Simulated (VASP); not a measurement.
Runs of VASP 6.6.1 on GaSb. The structure is that of space group F-43m (No. 216), or close to it. The cells are those of the table. 

| task | level | cell | gap on the mesh (eV) | pressure (GPa) | relaxed volume (Å³/atom) |
| --- | --- | --- | --- | --- | --- |
| relaxation of cell and atoms | r2SCAN+D4 | relaxed from a = 4.326 Å, angles 60.0°, 2 atoms | 0.49 | 0.0 | 28.47 |
| relaxation of cell and atoms | r2SCAN+rVV10 | relaxed from a = 4.326 Å, angles 60.0°, 2 atoms | (a) | 0.0 | 28.52 |
| single point | r2SCAN+D4 | a = 4.317 Å, angles 60.0°, 2 atoms | 0.50 | (b) | - |
| single point | r2SCAN+rVV10 | a = 4.316 Å, angles 60.0°, 2 atoms | 0.50 | 0.2 | - |

Alike in all rows: potentials or basis VASP PAW PBE potentials, release 64 (Ga_d, Sb); no spin polarisation; k mesh 6 × 6 × 6; cutoff (eV) 550; smearing gaussian 0.01 eV.

Problem. Fill in the values left out.

Solution. (a) 0.48; (b) 0.1.

Caveats: the PAW data sets were made with another functional, which shifts forces and pressure a little; spin-orbit coupling is left out, which moves the levels of the heavy elements.

A k mesh can miss the band edges, and the runs leave out spin-orbit coupling on Ga, Sb.
